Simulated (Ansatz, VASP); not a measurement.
# Two plane-wave programs on Ge

```
Ge
1.0
    -1.79433    1.79433    1.50448
     1.79433   -1.79433    1.50448
     1.79433    1.79433   -1.50448
Ge
1
Direct
  0.50000 0.50000 0.00000
```

Alike in both runs: functional PBE; k mesh 24 × 24 × 24; occupations gaussian, width 0.1 eV; no spin polarisation.

Ansatz relaxed the structure, and its values are those at the end. VASP's run is a single point on that final structure, the one shown.

|  | VASP | Ansatz |
| --- | --- | --- |
| version | VASP 6.6.1 | Ansatz 0.2.0 |
| potentials or method | VASP PAW PBE potentials, release 64 (Ge_d), cutoff 520 eV | scalar-relativistic, plane waves, PAW |
| valence electrons in the cell | 14 | 14 |

|  | VASP | Ansatz | Ansatz less VASP |
| --- | --- | --- | --- |
| gap on the k mesh at the Fermi level (eV) | none | none | - |
| pressure (GPa) | 0.0 | 0.0 | -0.04 |

A gap of «none» marks a metal or a gap that the smearing closes.
